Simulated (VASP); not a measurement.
# Na3Tl2Cl (P6/mmm) in VASP: notebook

Runs on Na3Tl2Cl. Level: PBE. Tasks: single point.

Everything below comes from runs of VASP 6.6.1. Logs are shortened: lines on timing, memory, paths and dates and some standing lists are left out, and cuts for length are marked.

### Step 1. The cell of the first run

The structure is hexagonal, space group P6/mmm (No. 191). The conventional cell has a = 6.463 Å, b = 6.463 Å, c = 5.428 Å, α = 90.00°, β = 90.00°, γ = 120.00°. Within 4.3 Å of Na (site symmetry mmm) lie 4 Na at 3.23 Å and 4 Tl at 3.29 Å and 4 Cl at 4.22 Å. Tl (site symmetry -6m2) has 6 Na at 3.29 Å and 3 Tl at 3.73 Å and 3 Cl at 3.73 Å within 4.3 Å. Within 4.9 Å of Cl (site symmetry 6/mmm) lie 6 Tl at 3.73 Å and 12 Na at 4.22 Å.

### Step 2. Single point, PBE

File INCAR:

```
  PREC = Accurate
  ENCUT = 520
  EDIFF = 1E-6
  ISMEAR = 0
  SIGMA = 0.1
  LREAL = F
  LASPH = T
  NELM = 100
  ALGO = Normal
  ISIF = 2
  LWAVE = F
  LCHARG = F
  GGA = PE
  NBANDS = 36
```

File KPOINTS:

```
Automatic mesh
0
Gamma
  9 9 8
```

File POSCAR:

```
Na3Tl2Cl
1.0
    6.4627395336      0.0000000000      0.0000000000
   -3.2313697668      5.5968966142      0.0000000000
    0.0000000000      0.0000000000      5.4277330337
Na Tl Cl
3 2 1
Direct
    0.5000000000      0.0000000000      0.5000000000
    0.0000000000      0.5000000000      0.5000000000
    0.5000000000      0.5000000000      0.5000000000
    0.3333333333      0.6666666667      0.0000000000
    0.6666666667      0.3333333333      0.0000000000
    0.0000000000      0.0000000000      0.0000000000
```

Potentials or basis: VASP PAW PBE potentials, release 64 (Na_pv, Tl_d, Cl).

Launch:

```bash
cat potpaw_PBE.64/Na_pv/POTCAR potpaw_PBE.64/Tl_d/POTCAR potpaw_PBE.64/Cl/POTCAR > POTCAR
mpirun -np 1 vasp_std > vasp.out
```

OUTCAR:

```text
PREC = Accurate
   ENCUT = 520
   EDIFF = 1E-6
   ISMEAR = 0
   LREAL = F
   LASPH = T
   NELM = 100
   ISIF = 2
   GGA = PE

 ion  position               nearest neighbor table
   1  0.500  0.000  0.500-   4 3.29   5 3.29   4 3.29   5 3.29
   2  0.000  0.500  0.500-   4 3.29   5 3.29   4 3.29   5 3.29
   3  0.500  0.500  0.500-   4 3.29   5 3.29   4 3.29   5 3.29
   4  0.333  0.667  0.000-   2 3.29   2 3.29   1 3.29   1 3.29   3 3.29   3 3.29   5 3.73   5 3.73
                             5 3.73
   5  0.667  0.333  0.000-   2 3.29   2 3.29   1 3.29   1 3.29   3 3.29   3 3.29   4 3.73   4 3.73
                             4 3.73
   6  0.000  0.000  0.000-

  LATTYP: Found a hexagonal cell.
 ALAT       =     6.4627395336
 C/A-ratio  =     0.8398501913

  Lattice vectors:

 A1 = (   6.4627395336,   0.0000000000,   0.0000000000)
 A2 = (  -3.2313697668,   5.5968966142,   0.0000000000)
 A3 = (   0.0000000000,   0.0000000000,   5.4277330337)

Analysis of symmetry for initial positions (statically):
=====================================================================
 Subroutine PRICEL returns:
 Original cell was already a primitive cell.

 Routine SETGRP: Setting up the symmetry group for a
 hexagonal supercell.

 Subroutine GETGRP returns: Found 24 space group operations
 (whereof 24 operations were pure point group operations)
 out of a pool of 24 trial point group operations.

The static configuration has the point symmetry D_6h.

Analysis of symmetry for dynamics (positions and initial velocities):
=====================================================================
 Subroutine PRICEL returns:
 Original cell was already a primitive cell.

 Routine SETGRP: Setting up the symmetry group for a
 hexagonal supercell.

 Subroutine GETGRP returns: Found 24 space group operations
 (whereof 24 operations were pure point group operations)
 out of a pool of 24 trial point group operations.

The dynamic configuration has the point symmetry D_6h.

 Subroutine INISYM returns: Found 24 space group operations
 (whereof 24 operations are pure point group operations),
 and found     1 'primitive' translations

----------------------------------------------------------------------------------------

                                     Primitive cell

  volume of cell :     196.3281

  direct lattice vectors                    reciprocal lattice vectors
     6.462739534  0.000000000  0.000000000     0.154733143  0.089335222  0.000000000
    -3.231369767  5.596896614  0.000000000     0.000000000  0.178670443  0.000000000
     0.000000000  0.000000000  5.427733034     0.000000000  0.000000000  0.184238980

  length of vectors
     6.462739534  6.462739534  5.427733034     0.178670443  0.178670443  0.184238980

  position of ions in fractional coordinates (direct lattice)
     0.500000000  0.000000000  0.500000000
     0.000000000  0.500000000  0.500000000
     0.500000000  0.500000000  0.500000000
     0.333333333  0.666666667  0.000000000
     0.666666667  0.333333333  0.000000000
     0.000000000  0.000000000  0.000000000

  ion indices of the primitive-cell ions
   primitive index   ion index
                 1           1
                 2           2
                 3           3
                 4           4
                 5           5
                 6           6

----------------------------------------------------------------------------------------

 KPOINTS: Automatic mesh

Automatic generation of k-mesh.
 Grid dimensions read from file:
 generate k-points for:    9    9    8

 Generating k-lattice:

  Cartesian coordinates                     Fractional coordinates (reciprocal lattice)
     0.017192571  0.009926136  0.000000000     0.111111111 -0.000000000  0.000000000
     0.000000000  0.019852271  0.000000000     0.000000000  0.111111111  0.000000000
     0.000000000  0.000000000  0.023029873     0.000000000  0.000000000  0.125000000

  Length of vectors
     0.019852271  0.019852271  0.023029873

  Shift w.r.t. Gamma in fractional coordinates (k-lattice)
     0.000000000  0.000000000  0.000000000

 Subroutine IBZKPT returns following result:
 ===========================================

 Found     60 irreducible k-points:

 Following reciprocal coordinates:
            Coordinates               Weight
  0.000000  0.000000  0.000000      1.000000
  0.111111 -0.000000  0.000000      6.000000
  0.222222  0.000000  0.000000      6.000000
  0.333333  0.000000  0.000000      6.000000
  0.444444  0.000000  0.000000      6.000000
  0.111111  0.111111  0.000000      6.000000
[... 16 lines left out ...]
  0.333333  0.222222  0.125000     24.000000
  0.333333  0.333333  0.125000      4.000000
 [... further k-points ...]
   k-points           NKPTS =     60   k-points in BZ     NKDIM =     60   number of bands    NBANDS=     36
   number of dos      NEDOS =    301   number of ions     NIONS =      6
   total plane-waves  NPLWV =  92160
   dimension x,y,z NGX =    48 NGY =   48 NGZ =   40
   dimension x,y,z NGXF=    96 NGYF=   96 NGZF=   80
   ions per type =               3   2   1
   NGX,Y,Z   is equivalent  to a cutoff of  12.35, 12.35, 12.25 a.u.
   NGXF,Y,Z  is equivalent  to a cutoff of  24.69, 24.69, 24.50 a.u.
 SYSTEM =  unknown system
   PREC   = accura    normal or accurate (medium, high low for compatibility)
   ISTART =      0    job   : 0-new  1-cont  2-samecut
   ICHARG =      2    charge: 1-file 2-atom 10-const
   ISPIN  =      1    spin polarized calculation?
   LNONCOLLINEAR =      F non collinear calculations
   LSORBIT =      F    spin-orbit coupling
   LASPH  =      T    aspherical Exc in radial PAW
   ENCUT  =  520.0 eV  38.22 Ry    6.18 a.u.  12.02 12.02 10.09*2*pi/ulx,y,z
   NELM   =    100;   NELMIN=  2; NELMDL= -5     # of ELM steps
   EDIFF  = 0.1E-05   stopping-criterion for ELM
   LREAL  =      F    real-space projection
   EDIFFG = 0.1E-04   stopping-criterion for IOM
   NSW    =      0    number of steps for IOM
   IBRION =     -1    ionic relax: 0-MD 1-quasi-New 2-CG
   NFREE  =      0    steps in history (QN), initial steepest desc. (CG)
   ISIF   =      2    stress and relaxation
   ISYM   =      2    0-nonsym 1-usesym 2-fastsym
   POTIM  = 0.5000    time-step for ionic-motion
   TEBEG  =    0.0;   TEEND  =   0.0 temperature during run
   PSTRESS=    0.0 pullay stress
   NELECT =      54.0000    total number of electrons
   NUPDOWN=      -1.0000    fix difference up-down
   EMIN   =  10.00;   EMAX   =-10.00  energy-range for DOS
   EFERMI =   0.00;   METHOD = LEGACY
   ISMEAR =     0;   SIGMA  =   0.10  broadening in eV -4-tet -1-fermi 0-gaus
   EFERMI_NEDOS =   21; number of points for ismear=-14 and -15
   IALGO  =     38    algorithm
   IMIX   =      4    mixing-type and parameters
     AMIX     =   0.40;   BMIX     =  1.00
     AMIX_MAG =   1.60;   BMIX_MAG =  1.00
  volume/ion in A,a.u.               =      32.72       220.81
  Fermi-wavevector in a.u.,A,eV,Ry     =   1.064662  2.011920 15.422288  1.133506
  Thomas-Fermi vector in A             =   2.200188
   LORBIT       =      0    0 simple, 1 ext, 2 COOP (PROOUT), +10 PAW based schemes
   GGA     = PE    functional components
   LHFCALC =     F    Hartree Fock is set to
   AEXX    =    0.0000 exact exchange contribution
   IVDW    =     0    specifies the selected vdW correction
   LEPSILON=     F    determine dielectric tensor
   LRPA    =     F    only Hartree local field effects (RPA)
 non-spin polarized calculation
 Gauss-broadening in eV      SIGMA  =   0.10
  energy-cutoff  :      520.00
  volume of cell :      196.33
 maximum number of plane-waves:      5310
   NGX = 25   NGY = 25   NGZ = 21

 number of electron      53.9999938 magnetization

 Free energy of the ion-electron system (eV)
  ---------------------------------------------------
  ext. energy  EPLUGINS =         0.00000000
  ---------------------------------------------------
  free energy    TOTEN  =       -11.32128291 eV

  energy without entropy =      -11.30297866  energy(sigma->0) =      -11.31213078

 E-fermi :   2.0955     XC(G=0):  -7.6639

 val. band max:        2.0948119614   @ k =   0.2222   0.2222   0.5000
 cond. band min:       2.0980442564   @ k =   0.3333   0.0000   0.0000
 fundamental gap:      0.0032322950
 Fermi energy:         2.0955457628

 k-point     1 :       0.0000    0.0000    0.0000
  band No.  band energies     occupation
      1     -22.7891      2.00000
      2     -22.7705      2.00000
      3     -22.7705      2.00000
      4     -22.7245      2.00000
      5     -22.7179      2.00000
      6     -22.7042      2.00000
[... 28 lines left out ...]
     35       8.3497      0.00000
     36       8.3502      0.00000

 k-point     2 :       0.1111   -0.0000    0.0000
  band No.  band energies     occupation
      1     -22.7867      2.00000
      2     -22.7701      2.00000
      3     -22.7690      2.00000
      4     -22.7255      2.00000
      5     -22.7176      2.00000
      6     -22.7046      2.00000
[... 28 lines left out ...]
     35       7.9541      0.00000
     36       7.9650      0.00000

 k-point     3 :       0.2222    0.0000    0.0000
  band No.  band energies     occupation
      1     -22.7807      2.00000
      2     -22.7679      2.00000
      3     -22.7647      2.00000
      4     -22.7286      2.00000
      5     -22.7165      2.00000
      6     -22.7056      2.00000
[... 28 lines left out ...]
     35       7.5184      0.00000
     36       7.8543      0.00000
[... 742 lines left out ...]
 k-point    23 :       0.3333    0.2222    0.1250
  band No.  band energies     occupation
      1     -22.7670      2.00000
      2     -22.7588      2.00000
      3     -22.7465      2.00000
      4     -22.7390      2.00000
      5     -22.7234      2.00000
      6     -22.7127      2.00000
[... 28 lines left out ...]
     35       7.2009      0.00000
     36       7.7329      0.00000

 k-point    24 :       0.3333    0.3333    0.1250
  band No.  band energies     occupation
      1     -22.7620      2.00000
      2     -22.7555      2.00000
      3     -22.7555      2.00000
      4     -22.7301      2.00000
      5     -22.7301      2.00000
      6     -22.7112      2.00000
[... 28 lines left out ...]
     35       7.5857      0.00000
     36       7.7943      0.00000

 [... further k-points ...]

------------------------ aborting loop because EDIFF is reached ----------------------------------------

  FORCE on cell =-STRESS in cart. coord.  units (eV):
  Direction    XX          YY          ZZ          XY          YZ          ZX
  --------------------------------------------------------------------------------------
  -------------------------------------------------------------------------------------
  Total       -0.0314782     -0.0314782     -0.0731511      0.0000000     -0.0000000      0.0000000
  in kB       -0.2568846     -0.2568846     -0.5969655      0.0000000     -0.0000000      0.0000000
  external PRESSURE =      -0.3702449 kB  Pullay stress =       0.0000000 kB

 VOLUME and BASIS-vectors are now :
 -----------------------------------------------------------------------------
  energy-cutoff  :      520.00
  volume of cell :      196.33
      direct lattice vectors                 reciprocal lattice vectors
     6.462739534  0.000000000  0.000000000     0.154733143  0.089335222  0.000000000
    -3.231369767  5.596896614  0.000000000     0.000000000  0.178670443  0.000000000
     0.000000000  0.000000000  5.427733034     0.000000000  0.000000000  0.184238980

 POSITION                                       TOTAL-FORCE (eV/Angst)
 -----------------------------------------------------------------------------------
      3.23137      0.00000      2.71387         0.000000      0.000000      0.000000
     -1.61568      2.79845      2.71387         0.000000      0.000000      0.000000
      1.61568      2.79845      2.71387         0.000000      0.000000      0.000000
     -0.00000      3.73126      0.00000        -0.000000      0.000000      0.000000
      3.23137      1.86563      0.00000         0.000000     -0.000000     -0.000000
      0.00000      0.00000      0.00000         0.000000      0.000000      0.000000
 -----------------------------------------------------------------------------------
    total drift:                               -0.000000      0.000000     -0.000000

  FREE ENERGIE OF THE ION-ELECTRON SYSTEM (eV)
  ---------------------------------------------------
  free  energy   TOTEN  =       -11.3212829094 eV

  energy  without entropy=      -11.3029786596  energy(sigma->0) =      -11.31213078
```

Wall time 5.7 min (1 thread of Intel Xeon Platinum 8259CL at 2.50GHz (Skylake/Cascade Lake), shared host); peak memory 0.52 GiB.

Results:

```
Free energy            : -11.3213 eV
Pressure               : 0.0 GPa
Band gap on the k mesh : zero (band 27 reaches 2.83 eV, above the bottom of band 28 at 1.36 eV)
```

Levels at points of the mesh, in eV from the Fermi level:
```tsv
k point	band 23	band 24	band 25	band 26	band 27	band 28	band 29	band 30	band 31	band 32
(0.00, 0.00, 0.00)	-2.97	-2.97	-2.72	-0.34	-0.34	0.13	0.60	2.04	2.78	2.78
(0.00, 0.00, 0.50)	-3.33	-2.93	-2.93	-1.84	0.08	0.08	0.17	3.39	3.39	3.60
```

Caveat: spin-orbit coupling is left out, which moves the levels of the heavy elements.

(Continued in part 2 of 2.)
